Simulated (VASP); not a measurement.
# InPd (Pm-3m) in VASP: notebook

InPd is run at these levels: PBEsol; tasks: vibrations by perturbation theory.

All numbers are computed with VASP 6.6.1; they aren't measurements. Logs are shortened: lines on timing, memory, paths and dates and some standing lists are left out, and cuts for length are marked.

**1. The cell of the first run**

It takes space group Pm-3m (No. 221, cubic). The conventional cell has a = 3.226 Å, b = 3.226 Å, c = 3.226 Å, α = 90.00°, β = 90.00°, γ = 90.00°. Within 3.7 Å of In (site symmetry m-3m) lie 8 Pd at 2.79 Å and 6 In at 3.23 Å. Within 3.7 Å of Pd (site symmetry m-3m) lie 8 In at 2.79 Å and 6 Pd at 3.23 Å.

**2. Vibrations by perturbation theory, PBEsol (16.79 Å³/atom)**

File INCAR:

```
SYSTEM = InPd
  PREC = Accurate
  ENCUT = 520
  EDIFF = 1E-8
  ISMEAR = -1
  SIGMA = 0.1
  LREAL = .FALSE.
  LASPH = .TRUE.
  NELM = 100
  ALGO = Normal
  ISIF = 2
  LWAVE = .FALSE.
  LCHARG = .FALSE.
  GGA = PS
  NBANDS = 18
  IBRION = 8
  NSW = 1
```

File KPOINTS:

```
Automatic mesh
0
G
  12 12 12
  0 0 0
```

File POSCAR:

```
InPd
1.0
    3.2262185417      0.0000000000      0.0000000000
    0.0000000000      3.2262185417      0.0000000000
    0.0000000000      0.0000000000      3.2262185417
In Pd
1 1
Direct
    0.0000000000      0.0000000000      0.0000000000
    0.5000000000      0.5000000000      0.5000000000
```

Potentials or basis: VASP PAW PBE potentials, release 64 (In_d, Pd).

Command:

```bash
> cat potpaw_PBE.64/In_d/POTCAR potpaw_PBE.64/Pd/POTCAR > POTCAR
> mpirun -np 1 vasp_std > vasp.out
```

OUTCAR:

```text
SYSTEM = InPd
   PREC = Accurate
   ENCUT = 520
   EDIFF = 1E-8
   ISMEAR = -1
   LREAL = .FALSE.
   LASPH = .TRUE.
   NELM = 100
   ISIF = 2
   GGA = PS
   IBRION = 8
   NSW = 1

 ion  position               nearest neighbor table
   1  0.000  0.000  0.000-   2 2.79   2 2.79   2 2.79   2 2.79   2 2.79   2 2.79   2 2.79   2 2.79

   2  0.500  0.500  0.500-   1 2.79   1 2.79   1 2.79   1 2.79   1 2.79   1 2.79   1 2.79   1 2.79

  LATTYP: Found a simple cubic cell.
 ALAT       =     3.2262185417

  Lattice vectors:

 A1 = (   3.2262185417,   0.0000000000,   0.0000000000)
 A2 = (   0.0000000000,   3.2262185417,   0.0000000000)
 A3 = (   0.0000000000,   0.0000000000,   3.2262185417)

Analysis of symmetry for initial positions (statically):
=====================================================================
 Subroutine PRICEL returns:
 Original cell was already a primitive cell.

 Routine SETGRP: Setting up the symmetry group for a
 simple cubic supercell.

 Subroutine GETGRP returns: Found 48 space group operations
 (whereof 48 operations were pure point group operations)
 out of a pool of 48 trial point group operations.

The static configuration has the point symmetry O_h .

Analysis of symmetry for dynamics (positions and initial velocities):
=====================================================================
 Subroutine PRICEL returns:
 Original cell was already a primitive cell.

 Routine SETGRP: Setting up the symmetry group for a
 simple cubic supercell.

 Subroutine GETGRP returns: Found 48 space group operations
 (whereof 48 operations were pure point group operations)
 out of a pool of 48 trial point group operations.

The dynamic configuration has the point symmetry O_h .

 Subroutine INISYM returns: Found 48 space group operations
 (whereof 48 operations are pure point group operations),
 and found     1 'primitive' translations

----------------------------------------------------------------------------------------

[... 664 lines left out ...]

 VOLUME and BASIS-vectors are now :
 -----------------------------------------------------------------------------
  energy-cutoff  :      520.00
  volume of cell :       33.58
      direct lattice vectors                 reciprocal lattice vectors
     3.226218542  0.000000000  0.000000000     0.309960403  0.000000000  0.000000000
     0.000000000  3.226218542  0.000000000     0.000000000  0.309960403  0.000000000
     0.000000000  0.000000000  3.226218542     0.000000000  0.000000000  0.309960403

 POSITION                                       TOTAL-FORCE (eV/Angst)
 -----------------------------------------------------------------------------------
      0.00000      0.00000      0.00000         0.000000      0.000000      0.000000
      1.61311      1.61311      1.61311         0.000000      0.000000      0.000000
 -----------------------------------------------------------------------------------
    total drift:                                0.000000      0.000000     -0.000000

  FREE ENERGIE OF THE ION-ELECTRON SYSTEM (eV)
  ---------------------------------------------------
  free  energy   TOTEN  =       -10.0047333203 eV

  energy  without entropy=       -9.9813297098  energy(sigma->0) =       -9.99303152

[... ionic steps 2 to 3 ...]

--------------------------------------- Ionic step        4  -------------------------------------------

------------------------ aborting loop because EDIFF is reached ----------------------------------------

[... ionic steps 5 to 6 ...]

--------------------------------------- Ionic step        7  -------------------------------------------

 Free energy of the ion-electron system (eV)
  ---------------------------------------------------
  ---------------------------------------------------
  free energy    TOTEN  =        -0.25653624 eV

  energy without entropy =       -0.25653623

------------------------ aborting loop because EDIFF is reached ----------------------------------------

 INTERNAL STRAIN TENSOR  FOR ION    2  DIRECTION 1   (eV/Angst):
 -----------------------------------------------------------------------------
     0.00702  0.00000  0.00000
     0.00000  0.00353 -0.00000
    -0.00000 -0.00000  0.00353

 INTERNAL STRAIN TENSOR FOR ION    2 for displacements in x,y,z  (eV/Angst):
          X           Y           Z          XY          YZ          ZX
  --------------------------------------------------------------------------------
  x     0.00000     0.00000     0.00000     0.00000     0.00000     0.00000
  y     0.00000     0.00000     0.00000     0.00000     0.00000     0.00000
  z     0.00000     0.00000     0.00000     0.00000     0.00000     0.00000

 SECOND DERIVATIVES (NOT SYMMETRIZED)
 ------------------------------------
               1X          1Y          1Z          2X          2Y          2Z
  1X    -4.813458    0.000000   -0.000000    4.813458   -0.000000    0.000000
  1Y     0.000000   -4.813458   -0.000000   -0.000000    4.813458    0.000000
  1Z     0.000000   -0.000000   -4.813458   -0.000000    0.000000    4.813458
  2X     4.825567    0.000000   -0.000000   -4.825567    0.000000    0.000000
  2Y    -0.000000    4.825567    0.000000    0.000000   -4.825567    0.000000
  2Z    -0.000000   -0.000000    4.825567    0.000000    0.000000   -4.825567

 Eigenvectors and eigenvalues of the dynamical matrix
 ----------------------------------------------------

   1 f  =    4.618215 THz    29.017101 2PiTHz  154.047075 cm-1    19.099395 meV
             X         Y         Z           dx          dy          dz
      0.000000  0.000000  0.000000    -0.000000    0.693101    0.000000
      1.613109  1.613109  1.613109     0.000000   -0.720841    0.000000
[... 21 lines left out ...]
   6 f/i=    0.002899 THz     0.018213 2PiTHz    0.096688 cm-1     0.011988 meV
             X         Y         Z           dx          dy          dz
      0.000000  0.000000  0.000000     0.709072    0.125059    0.034470
      1.613109  1.613109  1.613109     0.681785    0.120246    0.033144

--------------------------------------------------------------------------------------------------------

 ELASTIC MODULI CONTR FROM IONIC RELAXATION (kBar)
 Direction    XX          YY          ZZ          XY          YZ          ZX
 --------------------------------------------------------------------------------
 XX           0.0000      0.0000      0.0000      0.0000      0.0000      0.0000
 YY           0.0000      0.0000      0.0000      0.0000      0.0000      0.0000
 ZZ           0.0000      0.0000      0.0000      0.0000      0.0000      0.0000
 XY           0.0000      0.0000      0.0000      0.0000      0.0000      0.0000
 YZ           0.0000      0.0000      0.0000      0.0000      0.0000      0.0000
 ZX           0.0000      0.0000      0.0000      0.0000      0.0000      0.0000
 --------------------------------------------------------------------------------
```

OSZICAR:

```text
N       E                     dE             d eps       ncg     rms          rms(c)
DAV:   1     0.165883122857E+03    0.16588E+03   -0.11101E+04  3126   0.168E+03
DAV:   2    -0.108890462264E+01   -0.16697E+03   -0.15995E+03  3080   0.363E+02
DAV:   3    -0.101110739360E+02   -0.90222E+01   -0.89144E+01  3458   0.892E+01
[... 45 lines left out ...]
RMM:  12    -0.256536175436E+00   -0.22824E-06   -0.87906E-08 13799   0.177E-04    0.783E-05
RMM:  13    -0.256536324579E+00   -0.14914E-06   -0.77459E-08 14168   0.163E-04    0.173E-05
RMM:  14    -0.256536284259E+00    0.40320E-07   -0.78360E-08 13693   0.150E-04    0.519E-06
RMM:  15    -0.256536267311E+00    0.16948E-07   -0.78840E-08 12870   0.143E-04    0.220E-06
RMM:  16    -0.256536238796E+00    0.28515E-07   -0.79439E-08 12890   0.142E-04    0.267E-07
RMM:  17    -0.256536239253E+00   -0.45727E-09   -0.79123E-08 10771   0.140E-04    0.689E-07
 Linear response finished
```

stdout:

```text
POSCAR found type information on POSCAR InPd
 POSCAR found :  2 types and       2 ions
 scaLAPACK will be used
 -----------------------------------------------------------------------------
|                                                                             |
|                                                                             |
|     You enforced a specific xc type in the INCAR file but a different       |
|     I HOPE YOU KNOW WHAT YOU ARE DOING!                                     |
|                                                                             |
 -----------------------------------------------------------------------------

 LDA part: xc-table for (Slater+PW92), standard interpolation
 POSCAR, INCAR and KPOINTS ok, starting setup
 FFT: planning ... GRIDC
 FFT: planning ... GRID_SOFT
 FFT: planning ... GRID
 WAVECAR not read
 entering main loop
 Linear response reoptimize wavefunctions to high precision
 Linear response DOF=           2
 Linear response progress:
 first order change of Fermi-energy  -0.11539E-03
 force on displaced ion       1 direction 1 :  -4.813   0.000   0.000
 Linear response progress:
 first order change of Fermi-energy   0.98349E-03
 force on displaced ion       2 direction 1 :  -4.826   0.000  -0.000
 Linear response finished
```

Run time: 1.9 min. Hardware: 1 thread of Intel Xeon 6975P-C (Granite Rapids), shared host; peak memory 0.39 GiB.

What came out:

```
Highest phonon frequency at Γ : 154 cm⁻¹
```

Phonon frequencies in cm⁻¹ (negative: imaginary):
```
              q point        frequencies
(0.000, 0.000, 0.000)  0 0 0 154 154 154
```

Caveat: the cell stands under pressure or tension, which shifts response properties; the PAW data sets were made with another functional, which shifts forces and pressure a little; spin-orbit coupling is left out, which moves the levels of the heavy elements.

**3. Vibrations by perturbation theory, PBEsol**

This run uses another cell than the first one, of 17.13 Å³/atom.

File INCAR:

```
SYSTEM = InPd
  ALGO = Normal
  EDIFF = 1E-8
  ENCUT = 520
  GGA = PS
  IBRION = 8
  ISIF = 2
  ISMEAR = -1
  LASPH = .True.
  LCHARG = .False.
  LREAL = .False.
  LWAVE = .False.
  NELM = 80
  NSW = 1
  PREC = Accurate
  SIGMA = 0.1
```

File KPOINTS:

```
k-points
0
Gamma
  12 12 12
  0 0 0
```

File POSCAR:

```
InPd
1.0
    3.2480179769      0.0000000000      0.0000000000
    0.0000000000      3.2480179769      0.0000000000
    0.0000000000      0.0000000000      3.2480179769
In Pd
1 1
Direct
    0.0000000000      0.0000000000      0.0000000000
    0.5000000000      0.5000000000      0.5000000000
```

Potentials or basis: VASP PAW PBE potentials, release 64 (In_d, Pd).

Command:

```bash
> cat potpaw_PBE.64/In_d/POTCAR potpaw_PBE.64/Pd/POTCAR > POTCAR
> mpirun -np 1 vasp_std > vasp.out
```

OUTCAR:

```text
SYSTEM = InPd
   EDIFF = 1E-8
   ENCUT = 520
   GGA = PS
   IBRION = 8
   ISIF = 2
   ISMEAR = -1
   LASPH = .True.
   LREAL = .False.
   NELM = 80
   NSW = 1
   PREC = Accurate

 ion  position               nearest neighbor table
   1  0.000  0.000  0.000-   2 2.81   2 2.81   2 2.81   2 2.81   2 2.81   2 2.81   2 2.81   2 2.81

   2  0.500  0.500  0.500-   1 2.81   1 2.81   1 2.81   1 2.81   1 2.81   1 2.81   1 2.81   1 2.81

  LATTYP: Found a simple cubic cell.
 ALAT       =     3.2480179769

  Lattice vectors:

 A1 = (   3.2480179769,   0.0000000000,   0.0000000000)
 A2 = (   0.0000000000,   3.2480179769,   0.0000000000)
 A3 = (   0.0000000000,   0.0000000000,   3.2480179769)

Analysis of symmetry for initial positions (statically):
=====================================================================
 Subroutine PRICEL returns:
[... 663 lines left out ...]

 INTERNAL STRAIN TENSOR  FOR ION    2  DIRECTION 1   (eV/Angst):
 -----------------------------------------------------------------------------
     0.00759  0.00000 -0.00000
     0.00000  0.00370 -0.00000
     0.00000 -0.00000  0.00370

 INTERNAL STRAIN TENSOR FOR ION    2 for displacements in x,y,z  (eV/Angst):
          X           Y           Z          XY          YZ          ZX
  --------------------------------------------------------------------------------
  x     0.00000     0.00000     0.00000     0.00000     0.00000     0.00000
  y     0.00000     0.00000     0.00000     0.00000     0.00000     0.00000
  z     0.00000     0.00000     0.00000     0.00000     0.00000     0.00000

 SECOND DERIVATIVES (NOT SYMMETRIZED)
 ------------------------------------
               1X          1Y          1Z          2X          2Y          2Z
  1X    -4.264839    0.000000    0.000000    4.264839   -0.000000   -0.000000
  1Y     0.000000   -4.264839    0.000000   -0.000000    4.264839   -0.000000
  1Z     0.000000    0.000000   -4.264839   -0.000000   -0.000000    4.264839
  2X     4.294902   -0.000000   -0.000000   -4.294902    0.000000    0.000000
  2Y    -0.000000    4.294902   -0.000000    0.000000   -4.294902    0.000000
  2Z    -0.000000   -0.000000    4.294902    0.000000    0.000000   -4.294902

 Eigenvectors and eigenvalues of the dynamical matrix
 ----------------------------------------------------

   1 f  =    4.352182 THz    27.345567 2PiTHz  145.173172 cm-1    17.999171 meV
             X         Y         Z           dx          dy          dz
      0.000000  0.000000  0.000000    -0.000000    0.692288    0.000000
      1.624009  1.624009  1.624009    -0.000000   -0.721621    0.000000
[... 21 lines left out ...]
   6 f/i=    0.007636 THz     0.047979 2PiTHz    0.254714 cm-1     0.031580 meV
             X         Y         Z           dx          dy          dz
      0.000000  0.000000  0.000000     0.721621    0.000000    0.000000
      1.624009  1.624009  1.624009     0.692288    0.000000    0.000000

--------------------------------------------------------------------------------------------------------

 ELASTIC MODULI CONTR FROM IONIC RELAXATION (kBar)
 Direction    XX          YY          ZZ          XY          YZ          ZX
 --------------------------------------------------------------------------------
 XX           0.0000      0.0000      0.0000      0.0000      0.0000      0.0000
 YY           0.0000      0.0000      0.0000      0.0000      0.0000      0.0000
 ZZ           0.0000      0.0000      0.0000      0.0000      0.0000      0.0000
 XY           0.0000      0.0000      0.0000      0.0000      0.0000      0.0000
 YZ           0.0000      0.0000      0.0000      0.0000      0.0000      0.0000
 ZX           0.0000      0.0000      0.0000      0.0000      0.0000      0.0000
 --------------------------------------------------------------------------------
```

OSZICAR:

```text
N       E                     dE             d eps       ncg     rms          rms(c)
DAV:   1     0.160991235257E+03    0.16099E+03   -0.11504E+04  2542   0.202E+03
DAV:   2    -0.303192867652E+01   -0.16402E+03   -0.15990E+03  2653   0.410E+02
DAV:   3    -0.101755120012E+02   -0.71436E+01   -0.70988E+01  3171   0.914E+01
DAV:   4    -0.103099412767E+02   -0.13443E+00   -0.13439E+00  3136   0.117E+01
[... 44 lines left out ...]
RMM:  12    -0.256782237198E+00   -0.20846E-06   -0.12776E-08 10693   0.976E-05    0.318E-05
RMM:  13    -0.256782297823E+00   -0.60625E-07   -0.72398E-09 11311   0.730E-05    0.114E-05
RMM:  14    -0.256782283359E+00    0.14464E-07   -0.13643E-08  9656   0.608E-05    0.297E-06
RMM:  15    -0.256782278144E+00    0.52146E-08   -0.82763E-09  7986   0.554E-05    0.879E-07
 Linear response finished
```

It took 85 s on 1 thread of Intel Xeon 6975P-C (Granite Rapids), shared host; peak memory 0.37 GiB.

Results:

| Quantity | Value |
| --- | --- |
| Highest phonon frequency at Γ | 145 cm⁻¹ |

Phonon frequencies in cm⁻¹ (negative: imaginary):
| q point | frequencies |
| --- | --- |
| (0.000, 0.000, 0.000) | 0 0 0 145 145 145 |

Caveat: the PAW data sets were made with another functional, which shifts forces and pressure a little; spin-orbit coupling is left out, which moves the levels of the heavy elements.

(Part 1 of 2 ends here.)
